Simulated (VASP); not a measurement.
Set up this calculation in VASP 6.6.1, as the native input.

```yaml
Task: single point
Functional: PBE
Potentials_or_basis: VASP PAW PBE potentials, release 64 (Br)
Cutoff: 520 eV
k_mesh: 14 × 14 × 8
Occupations: fermi-dirac, width 0.05 eV
Spin: no spin polarisation
Dipole_correction: no
k_mesh_for_the_DOS: 21 × 21 × 12
Occupations_for_the_DOS: tetrahedron
Further_INCAR_settings: ALGO = Normal; EDIFF = 1e-06; NBANDS = 14
```

The system is Br.

```
Br
1.0
     3.76197    0.00000    0.00000
    -1.88098    3.25796    0.00000
     0.00000    0.00000    4.30943
Br
2
Direct
  0.33333 0.66667 0.25000
  0.66667 0.33333 0.75000
```

The input as run:

POSCAR

```
Br
1.0
    3.7619665892      0.0000000001      0.0000000000
   -1.8809832946      3.2579586344      0.0000000000
    0.0000000000      0.0000000000      4.3094278130
Br
2
Direct
    0.3333333333      0.6666666667      0.2500000000
    0.6666666667      0.3333333333      0.7500000000
```

INCAR.step1

```
SYSTEM = Br
ALGO     = Normal         ! electronic algorithm
EDIFF    = 1E-6           ! SCF threshold, eV
ENCUT    = 520            ! plane-wave cutoff, eV
GGA      = PE             ! functional
ISIF     = 2              ! what is computed and relaxed
ISMEAR   = -1             ! smearing method
LASPH    = .True.         ! aspherical terms in the spheres
LCHARG   = .True.         ! write CHGCAR
LREAL    = .False.        ! projectors in reciprocal space
LWAVE    = .False.        ! write WAVECAR
NBANDS   = 14             ! bands
NELM     = 100            ! most SCF steps
PREC     = Accurate       ! precision mode
SIGMA    = 0.05           ! smearing width, eV
```

KPOINTS.step1

```
k-points
0
Gamma
  14 14 8
  0 0 0
```

INCAR.step2

```
SYSTEM = Br
ALGO     = Normal         ! electronic algorithm
EDIFF    = 1E-6           ! SCF threshold, eV
ENCUT    = 520            ! plane-wave cutoff, eV
GGA      = PE             ! functional
ICHARG   = 11             ! starting density
ISIF     = 2              ! what is computed and relaxed
ISMEAR   = -5             ! smearing method
LASPH    = .True.         ! aspherical terms in the spheres
LCHARG   = .False.        ! write CHGCAR
LORBIT   = 11             ! projections on sites
LREAL    = .False.        ! projectors in reciprocal space
LWAVE    = .False.        ! write WAVECAR
NBANDS   = 14             ! bands
NEDOS    = 1001           ! points of the DOS
NELM     = 100            ! most SCF steps
PREC     = Accurate       ! precision mode
SIGMA    = 0.05           ! smearing width, eV
```

KPOINTS.step2

```
k-points
0
Gamma
  21 21 12
  0 0 0
```

Potentials or basis: VASP PAW PBE potentials, release 64 (Br).

Command:

```console
$ cat potpaw_PBE.64/Br/POTCAR > POTCAR
$ cp INCAR.step1 INCAR
$ cp KPOINTS.step1 KPOINTS
$ mpirun -np 1 vasp_std > vasp.out
$ cp INCAR.step2 INCAR
$ cp KPOINTS.step2 KPOINTS
$ mpirun -np 1 vasp_std > vasp.out
```

Results of the run:

```
Valence electrons inside the program's atomic spheres : Br 4.69
```

Wall time 110 s on 1 thread of Intel(R) Xeon(R) Platinum 8488C (Sapphire Rapids), on a shared host, peak memory 0.3 GiB.
